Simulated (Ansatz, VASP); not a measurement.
Nb in VASP and in Ansatz

INCAR

```
  PREC = Accurate
  ENCUT = 520
  EDIFF = 1E-6
  ISMEAR = 0
  SIGMA = 0.05
  LREAL = F
  LASPH = T
  NELM = 80
  ALGO = Fast
  ISIF = 2
  LWAVE = F
  LCHARG = F
  GGA = PE
  NBANDS = 12
```

Contents of KPOINTS:

```
regular mesh
0
Gamma
  8 8 8
```

POSCAR

```
Nb
1.0
   -1.6576511182      1.6576511182      1.6576511182
    1.6576511182     -1.6576511182      1.6576511182
    1.6576511182      1.6576511182     -1.6576511182
Nb
1
Direct
    0.0000000000      0.0000000000      0.0000000000
```

Input for Ansatz:

```yaml
crystal:
  lattice:
    - [-1.6576511193, 1.6576511193, 1.6576511193]
    - [1.6576511193, -1.6576511193, 1.6576511193]
    - [1.6576511193, 1.6576511193, -1.6576511193]
  atoms:
    - { symbol: Nb, position: [0.0, 0.0, 0.0] }
basis:
  ecutwfc: 420
  ecutrho_ratio: 4
kpoints:
  mp_grid: { grid: [8, 8, 8] }
hamiltonian:
  xc: pbe
scf:
  occupations: { method: gaussian, width: 0.05 }
output:
  forces: true
  stress: true
  eigenvalues: true
```

Alike in both runs: task single point; functional PBE; k mesh 8 × 8 × 8; occupations gaussian, width 0.05 eV; no spin polarisation.

```csv
,VASP,Ansatz
version,VASP 6.6.1,Ansatz 0.2.0
potentials or method,"VASP PAW PBE potentials, release 64 (Nb_sv), cutoff 520 eV","scalar-relativistic, plane waves, PAW"
valence electrons in the cell,13,13
```

Ansatz gave:

| Quantity | Value |
| --- | --- |
| pressure (GPa) | -0.4 |

What did VASP give for the same quantities?

Pressure (GPa): -0.7.
